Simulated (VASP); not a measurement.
**Li: single point with PBEsol**

Li:

```
CELL_PARAMETERS angstrom
-1.80250 1.80250 1.75000
1.80250 -1.80250 1.75000
1.80250 1.80250 -1.75000
ATOMIC_POSITIONS crystal
Li 0.00000 0.00000 0.00000
```

This cell differs from its parent crystal: equal xx and yy strain of +3 %.

```
Program             : VASP 6.6.1
Task                : single point
Functional          : PBEsol
Potentials or basis : VASP PAW PBE potentials, release 64 (Li_sv)
Cutoff              : 520 eV
k mesh              : 15 × 15 × 15
Occupations         : fermi-dirac, width 0.08 eV
Spin                : no spin polarisation
```

The band gap on the k mesh is zero (an odd number of electrons rules out a gap without spin polarisation).

Levels at points of the mesh, in eV from the Fermi level:
```tsv
k point	band 1	band 2	band 3	band 4	band 5	band 6
(0.00, 0.00, 0.00)	-46.14	-3.43	13.40	13.40	13.57	17.51
```

Wall time 23 s on 1 thread of AMD EPYC 7R13 Processor (Zen 3), on a shared host, peak memory 0.13 GiB.

Caveat: the cell differs from its parent crystal (equal xx and yy strain of +3 %).
